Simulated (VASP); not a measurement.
# Ti2Hg (F-43m) in VASP: notebook, part 2 of 3

VASP 6.6.1. Earlier steps stand in the parts before.

## 3. Single point, PBE

This run uses another cell than the first one, of 21.45 Å³/atom.

The input, INCAR:

```
  PREC = Accurate
  ENCUT = 520
  EDIFF = 1E-6
  ISMEAR = 0
  SIGMA = 0.1
  LREAL = False
  LASPH = True
  NELM = 80
  ALGO = Fast
  ISIF = 2
  LWAVE = False
  LCHARG = False
  GGA = PE
  NBANDS = 25
```

The input, KPOINTS:

```
regular mesh
0
Gamma
  6 6 6
```

The input, POSCAR:

```
Ti2Hg
1.0
    0.0000000000      3.1803393033      3.1803393033
    3.1803393033      0.0000000000      3.1803393033
    3.1803393033      3.1803393033      0.0000000000
Ti Hg
2 1
Direct
    0.7500000000      0.7500000000      0.7500000000
    0.5000000000      0.5000000000      0.5000000000
    0.0000000000      0.0000000000      0.0000000000
```

Potentials or basis: VASP PAW PBE potentials, release 64 (Ti_sv, Hg).

Command:

```
cat potpaw_PBE.64/Ti_sv/POTCAR potpaw_PBE.64/Hg/POTCAR > POTCAR
mpirun -np 1 vasp_std > vasp.out
```

OUTCAR:

```text
PREC = Accurate
   ENCUT = 520
   EDIFF = 1E-6
   ISMEAR = 0
   LREAL = False
   LASPH = True
   NELM = 80
   ISIF = 2
   GGA = PE

 ion  position               nearest neighbor table
   1  0.750  0.750  0.750-   2 2.75   2 2.75   2 2.75   2 2.75   3 2.75   3 2.75   3 2.75   3 2.75

   2  0.500  0.500  0.500-   1 2.75   1 2.75   1 2.75   1 2.75   3 3.18   3 3.18   3 3.18   3 3.18
                             3 3.18   3 3.18
   3  0.000  0.000  0.000-   1 2.75   1 2.75   1 2.75   1 2.75   2 3.18   2 3.18   2 3.18   2 3.18
                             2 3.18   2 3.18

  LATTYP: Found a face centered cubic cell.
 ALAT       =     6.3606786066

  Lattice vectors:

 A1 = (   0.0000000000,   3.1803393033,   3.1803393033)
 A2 = (   3.1803393033,   0.0000000000,   3.1803393033)
 A3 = (   3.1803393033,   3.1803393033,   0.0000000000)

Analysis of symmetry for initial positions (statically):
=====================================================================
 Subroutine PRICEL returns:
 Original cell was already a primitive cell.

 Routine SETGRP: Setting up the symmetry group for a
 face centered cubic supercell.

 Subroutine GETGRP returns: Found 24 space group operations
 (whereof 24 operations were pure point group operations)
 out of a pool of 48 trial point group operations.

The static configuration has the point symmetry T_d .

Analysis of symmetry for dynamics (positions and initial velocities):
=====================================================================
 Subroutine PRICEL returns:
 Original cell was already a primitive cell.

 Routine SETGRP: Setting up the symmetry group for a
 face centered cubic supercell.

 Subroutine GETGRP returns: Found 24 space group operations
 (whereof 24 operations were pure point group operations)
 out of a pool of 48 trial point group operations.

The dynamic configuration has the point symmetry T_d .

 Subroutine INISYM returns: Found 24 space group operations
 (whereof 24 operations are pure point group operations),
 and found     1 'primitive' translations

----------------------------------------------------------------------------------------

                                     Primitive cell

  volume of cell :      64.3355

  direct lattice vectors                    reciprocal lattice vectors
     0.000000000  3.180339303  3.180339303    -0.157215930  0.157215930  0.157215930
     3.180339303  0.000000000  3.180339303     0.157215930 -0.157215930  0.157215930
     3.180339303  3.180339303  0.000000000     0.157215930  0.157215930 -0.157215930

  length of vectors
     4.497678976  4.497678976  4.497678976     0.272305978  0.272305978  0.272305978

  position of ions in fractional coordinates (direct lattice)
     0.750000000  0.750000000  0.750000000
     0.500000000  0.500000000  0.500000000
     0.000000000  0.000000000  0.000000000

  ion indices of the primitive-cell ions
   primitive index   ion index
                 1           1
                 2           2
                 3           3

----------------------------------------------------------------------------------------

 KPOINTS: regular mesh

Automatic generation of k-mesh.
 Grid dimensions read from file:
 generate k-points for:    6    6    6

 Generating k-lattice:

  Cartesian coordinates                     Fractional coordinates (reciprocal lattice)
    -0.026202655  0.026202655  0.026202655     0.166666667  0.000000000  0.000000000
     0.026202655 -0.026202655  0.026202655     0.000000000  0.166666667  0.000000000
     0.026202655  0.026202655 -0.026202655     0.000000000  0.000000000  0.166666667

  Length of vectors
     0.045384330  0.045384330  0.045384330

  Shift w.r.t. Gamma in fractional coordinates (k-lattice)
     0.000000000  0.000000000  0.000000000

 Subroutine IBZKPT returns following result:
 ===========================================

 Found     16 irreducible k-points:

 Following reciprocal coordinates:
            Coordinates               Weight
  0.000000  0.000000  0.000000      1.000000
  0.166667  0.000000  0.000000      8.000000
  0.333333  0.000000  0.000000      8.000000
  0.500000  0.000000  0.000000      4.000000
  0.166667  0.166667  0.000000      6.000000
  0.333333  0.166667  0.000000     24.000000
[... 8 lines left out ...]
 -0.333333  0.333333  0.166667     24.000000
 -0.333333  0.500000  0.166667     12.000000
   k-points           NKPTS =     16   k-points in BZ     NKDIM =     16   number of bands    NBANDS=     25
   number of dos      NEDOS =    301   number of ions     NIONS =      3
   total plane-waves  NPLWV =  46656
   dimension x,y,z NGX =    36 NGY =   36 NGZ =   36
   dimension x,y,z NGXF=    72 NGYF=   72 NGZF=   72
   ions per type =               2   1
   NGX,Y,Z   is equivalent  to a cutoff of  13.31, 13.31, 13.31 a.u.
   NGXF,Y,Z  is equivalent  to a cutoff of  26.61, 26.61, 26.61 a.u.
 SYSTEM =  unknown system
   PREC   = accura    normal or accurate (medium, high low for compatibility)
   ISTART =      0    job   : 0-new  1-cont  2-samecut
   ICHARG =      2    charge: 1-file 2-atom 10-const
   ISPIN  =      1    spin polarized calculation?
   LNONCOLLINEAR =      F non collinear calculations
   LSORBIT =      F    spin-orbit coupling
   LASPH  =      T    aspherical Exc in radial PAW
   ENCUT  =  520.0 eV  38.22 Ry    6.18 a.u.   8.36  8.36  8.36*2*pi/ulx,y,z
   NELM   =     80;   NELMIN=  2; NELMDL= -5     # of ELM steps
   EDIFF  = 0.1E-05   stopping-criterion for ELM
   LREAL  =      F    real-space projection
   EDIFFG = 0.1E-04   stopping-criterion for IOM
   NSW    =      0    number of steps for IOM
   IBRION =     -1    ionic relax: 0-MD 1-quasi-New 2-CG
   NFREE  =      0    steps in history (QN), initial steepest desc. (CG)
   ISIF   =      2    stress and relaxation
   ISYM   =      2    0-nonsym 1-usesym 2-fastsym
   POTIM  = 0.5000    time-step for ionic-motion
   TEBEG  =    0.0;   TEEND  =   0.0 temperature during run
   PSTRESS=    0.0 pullay stress
   NELECT =      36.0000    total number of electrons
   NUPDOWN=      -1.0000    fix difference up-down
   EMIN   =  10.00;   EMAX   =-10.00  energy-range for DOS
   EFERMI =   0.00;   METHOD = LEGACY
   ISMEAR =     0;   SIGMA  =   0.10  broadening in eV -4-tet -1-fermi 0-gaus
   EFERMI_NEDOS =   21; number of points for ismear=-14 and -15
   IALGO  =     68    algorithm
   IMIX   =      4    mixing-type and parameters
     AMIX     =   0.40;   BMIX     =  1.00
     AMIX_MAG =   1.60;   BMIX_MAG =  1.00
  volume/ion in A,a.u.               =      21.45       144.72
  Fermi-wavevector in a.u.,A,eV,Ry     =   1.349042  2.549320 24.761446  1.819915
  Thomas-Fermi vector in A             =   2.476662
   LORBIT       =      0    0 simple, 1 ext, 2 COOP (PROOUT), +10 PAW based schemes
   GGA     = PE    functional components
   LHFCALC =     F    Hartree Fock is set to
   AEXX    =    0.0000 exact exchange contribution
   IVDW    =     0    specifies the selected vdW correction
   LEPSILON=     F    determine dielectric tensor
   LRPA    =     F    only Hartree local field effects (RPA)
 non-spin polarized calculation
 RMM-DIIS sequential band-by-band and
 Gauss-broadening in eV      SIGMA  =   0.10
  energy-cutoff  :      520.00
  volume of cell :       64.34
 maximum number of plane-waves:      1759
 NGX is ok and might be reduce to    36
   NGX = 17   NGY = 17   NGZ = 17

 number of electron      36.0000004 magnetization

 Free energy of the ion-electron system (eV)
  ---------------------------------------------------
  ext. energy  EPLUGINS =         0.00000000
  ---------------------------------------------------
  free energy    TOTEN  =       -13.56934770 eV

  energy without entropy =      -13.50805635  energy(sigma->0) =      -13.53870202

 E-fermi :   5.3085     XC(G=0): -10.6563

 val. band max:        5.2859697316   @ k =   0.5000   0.5000   0.0000
 cond. band min:       5.3491608063   @ k =  -0.3333   0.1667   0.0000
 fundamental gap:      0.0631910747
 Fermi energy:         5.3084842124

 k-point     1 :       0.0000    0.0000    0.0000
  band No.  band energies     occupation
      1     -51.7133      2.00000
      2     -51.4488      2.00000
      3     -28.0383      2.00000
      4     -28.0383      2.00000
      5     -28.0383      2.00000
      6     -27.6888      2.00000
[... 437 lines left out ...]
     24       7.6816      0.00000
     25       7.8210      0.00000

------------------------ aborting loop because EDIFF is reached ----------------------------------------

  FORCE on cell =-STRESS in cart. coord.  units (eV):
  Direction    XX          YY          ZZ          XY          YZ          ZX
  --------------------------------------------------------------------------------------
  -------------------------------------------------------------------------------------
  Total        0.0695968      0.0695968      0.0695968      0.0000000     -0.0000000     -0.0000000
  in kB        1.7332030      1.7332030      1.7332030      0.0000000     -0.0000000     -0.0000000
  external PRESSURE =       1.7332030 kB  Pullay stress =       0.0000000 kB

 VOLUME and BASIS-vectors are now :
 -----------------------------------------------------------------------------
  energy-cutoff  :      520.00
  volume of cell :       64.34
      direct lattice vectors                 reciprocal lattice vectors
     0.000000000  3.180339303  3.180339303    -0.157215930  0.157215930  0.157215930
     3.180339303  0.000000000  3.180339303     0.157215930 -0.157215930  0.157215930
     3.180339303  3.180339303  0.000000000     0.157215930  0.157215930 -0.157215930

 POSITION                                       TOTAL-FORCE (eV/Angst)
 -----------------------------------------------------------------------------------
      4.77051      4.77051      4.77051         0.000000      0.000000      0.000000
      3.18034      3.18034      3.18034        -0.000000     -0.000000     -0.000000
      0.00000      0.00000      0.00000         0.000000      0.000000      0.000000
 -----------------------------------------------------------------------------------
    total drift:                                0.000000      0.000000      0.000000

  FREE ENERGIE OF THE ION-ELECTRON SYSTEM (eV)
  ---------------------------------------------------
  free  energy   TOTEN  =       -13.5693477027 eV

  energy  without entropy=      -13.5080563468  energy(sigma->0) =      -13.53870202
```

OSZICAR:

```text
N       E                     dE             d eps       ncg     rms          rms(c)
DAV:   1     0.423906139996E+03    0.42391E+03   -0.18761E+04   800   0.167E+03
DAV:   2     0.256866835318E+02   -0.39822E+03   -0.38902E+03   818   0.488E+02
DAV:   3    -0.117633251606E+02   -0.37450E+02   -0.36768E+02  1375   0.133E+02
DAV:   4    -0.150576088239E+02   -0.32943E+01   -0.32543E+01  1021   0.341E+01
[... 21 lines left out ...]
RMM:  26    -0.135693431509E+02   -0.21552E-05   -0.24682E-05   825   0.153E-02    0.369E-03
RMM:  27    -0.135693447414E+02   -0.15905E-05   -0.18534E-05   868   0.141E-02    0.302E-03
RMM:  28    -0.135693460281E+02   -0.12866E-05   -0.14778E-05   786   0.127E-02    0.307E-03
RMM:  29    -0.135693469379E+02   -0.90982E-06   -0.10618E-05   751   0.116E-02    0.296E-03
RMM:  30    -0.135693477027E+02   -0.76481E-06   -0.93216E-06   737   0.112E-02
   1 F= -.13569348E+02 E0= -.13538702E+02  d E =-.612914E-01
```

Run time: 1.8 min. Hardware: 1 thread of Oxide Virtual Turin-like, shared host; peak memory 0.18 GiB.

What came out:

```
Free energy            : -13.5693 eV
Pressure               : 0.2 GPa
Band gap on the k mesh : zero (bands 18 and 19 overlap by 0.40 eV)
```

Levels at points of the mesh, in eV from the Fermi level:
| k point | band 15 | band 16 | band 17 | band 18 | band 19 | band 20 | band 21 | band 22 |
| --- | --- | --- | --- | --- | --- | --- | --- | --- |
| (0.00, 0.00, 0.00) | -0.64 | -0.64 | -0.64 | 0.12 | 0.12 | 0.95 | 0.95 | 0.95 |
| (0.50, 0.00, 0.00) | -3.21 | -1.05 | -1.05 | -0.13 | -0.13 | -0.06 | 1.74 | 1.74 |
| (0.50, 0.50, 0.00) | -2.49 | -0.36 | -0.10 | -0.02 | -0.02 | 0.87 | 0.87 | 1.06 |

Caveat: spin-orbit coupling is left out, which moves the levels of the heavy elements.

[end of part 2 of 3]

The gap in the log of VASP goes by the Fermi energy; the results here count the filled bands.